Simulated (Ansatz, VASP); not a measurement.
MgO5 in VASP and in Ansatz

```
Mg O
1.0
     2.29442    1.32469    4.55593
    -2.29442    1.32469    4.55593
     0.00000   -2.64937    4.55593
Mg O
1 5
Cartesian
  0.0000 0.0000 6.8339
  0.7545 -1.3426 4.5559
  0.0000 0.0000 2.2673
  0.7855 1.3247 4.5559
  -1.5400 0.0179 4.5559
  0.0000 0.0000 11.4005
```

Change from the starting cell: species swapped into the CaMg5 type (R32, No. 155).

Alike in both runs: task single point; functional PBE; k mesh 6 × 6 × 6; occupations gaussian, width 0.1 eV; no spin polarisation.

|  | VASP | Ansatz |
| --- | --- | --- |
| version | VASP 6.6.1 | Ansatz 0.2.0 |
| potentials or method | VASP PAW PBE potentials, release 64 (Mg, O), cutoff 520 eV | scalar-relativistic, plane waves, PAW |
| valence electrons in the cell | 32 | 40 |

Ansatz gave:

| Property | Result |
| --- | --- |
| gap on the k mesh at the Fermi level (eV) | none |
| pressure (GPa) | -20.8 |
| traceless stress, the component that is largest in VASP (GPa) | 1.26 |
| rms of the force components (eV/Å) | 0.102 |

Which values does VASP return?

gap on the k mesh at the Fermi level (eV): none; pressure (GPa): -21.1; traceless stress, the component that is largest in VASP (GPa): 1.27; rms of the force components (eV/Å): 0.103.

Atom by atom the forces differ by 0.000 eV/Å (rms over components). A gap of «none» marks a metal or a gap that the smearing closes. VASP's potentials hold 32 valence electrons a cell and Ansatz's 40, so a difference there can come from the potentials and not from the codes.
